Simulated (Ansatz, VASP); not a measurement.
# Au in VASP and in Ansatz

File INCAR:

```
SYSTEM = Au
PREC     = Accurate       ! precision mode
ENCUT    = 500            ! plane-wave cutoff, eV
EDIFF    = 1E-6           ! SCF threshold, eV
ISMEAR   = 0              ! smearing method
SIGMA    = 0.15           ! smearing width, eV
LREAL    = .FALSE.        ! projectors in reciprocal space
LASPH    = .TRUE.         ! aspherical terms in the spheres
NELM     = 120            ! most SCF steps
ALGO     = Normal         ! electronic algorithm
ISIF     = 2              ! what is computed and relaxed
LWAVE    = .FALSE.        ! write WAVECAR
LCHARG   = .FALSE.        ! write CHGCAR
GGA      = PE             ! functional
NBANDS   = 18             ! bands
GGA_COMPAT= .FALSE.
```

Contents of KPOINTS:

```
Automatic mesh
0
G
  18 18 10
  0 0 0
```

POSCAR

```
Au
1.0
    2.9898859851      0.0000000000      0.0000000000
   -1.4949429925      2.5893172175      0.0000000000
    0.0000000000      0.0000000000      5.0122815957
Au
2
Direct
    0.2609977991      0.6666666667      0.7500000000
    0.7390022009      0.3333333333      0.2500000000
```

Input for Ansatz:

```yaml
crystal:
  lattice:
    - [2.9898859851, 0.0, 0.0]
    - [-1.4949429925, 2.5893172175, 0.0]
    - [0.0, 0.0, 5.0122815957]
  atoms:
    - { symbol: Au, position: [0.2609977991, 0.6666666667, 0.75] }
    - { symbol: Au, position: [0.7390022009, 0.3333333333, 0.25] }
basis:
  ecutwfc: 420
kpoints:
  mp_grid: { grid: [18, 18, 10] }
hamiltonian:
  xc: pbe
scf:
  occupations: { method: gaussian, width: 0.15 }
output:
  forces: true
  stress: true
  eigenvalues: true
```

Change from the starting cell: mode 4 frozen in at -0.211 Å, equal normal strain along x, y and z +0.0250.

Alike in both runs: task single point; functional PBE; k mesh 18 × 18 × 10; occupations gaussian, width 0.15 eV; no spin polarisation.

|  | VASP | Ansatz |
| --- | --- | --- |
| version | VASP 6.6.1 | Ansatz 0.2.0 |
| potentials or method | VASP PAW PBE potentials, release 64 (Au), cutoff 500 eV | scalar-relativistic, plane waves, PAW |
| valence electrons in the cell | 22 | 38 |

|  | VASP | Ansatz | Ansatz less VASP |
| --- | --- | --- | --- |
| gap on the k mesh at the Fermi level (eV) | none | none | - |
| pressure (GPa) | -7.4 | -7.2 | +0.15 |
| traceless stress, the component that is largest in VASP (GPa) | 1.73 | 1.75 | +0.022 |
| rms of the force components (eV/Å) | 0.104 | 0.105 | +0.0004 |

Atom by atom the forces differ by 0.000 eV/Å (rms over components). A gap of «none» marks a metal or a gap that the smearing closes. VASP's potentials hold 22 valence electrons a cell and Ansatz's 38, so a difference there can come from the potentials and not from the codes.

Neither program's run includes spin-orbit coupling.
